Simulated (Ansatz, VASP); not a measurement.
## One calculation of RbGe4N2, two programs

```
CELL_PARAMETERS angstrom
3.75626 0.00000 0.00000
-1.87813 3.25302 0.00000
0.00000 0.00000 12.12400
ATOMIC_POSITIONS crystal
Rb 0.00000 0.00000 0.70332
Ge 0.33333 0.66667 0.74330
Ge 0.33333 0.66667 0.27007
Ge 0.00000 0.00000 0.49218
Ge 0.00000 0.00000 0.99023
N 0.66667 0.33333 0.39281
N 0.33333 0.66667 0.07610
```

Change from the starting cell: species swapped into the ZnIn2S4 type (P3m1, No. 156).

Alike in both runs: task single point; functional PBE; k mesh 6 × 6 × 2; occupations gaussian, width 0.1 eV; no spin polarisation.

|  | VASP | Ansatz |
| --- | --- | --- |
| version | VASP 6.6.1 | Ansatz 0.2.0 |
| potentials or method | VASP PAW PBE potentials, release 64 (Rb_sv, Ge_d, N), cutoff 520 eV | scalar-relativistic, plane waves, PAW |
| valence electrons in the cell | 75 | 75 |

|  | VASP | Ansatz | Ansatz less VASP |
| --- | --- | --- | --- |
| gap on the k mesh at the Fermi level (eV) | none | none | - |
| pressure (GPa) | 8.1 | 7.8 | -0.31 |
| traceless stress, the component that is largest in VASP (GPa) | -8.01 | -7.82 | +0.192 |
| rms of the force components (eV/Å) | 1.474 | 1.463 | -0.0111 |

Atom by atom the forces differ by 0.017 eV/Å (rms over components). A gap of «none» marks a metal or a gap that the smearing closes.
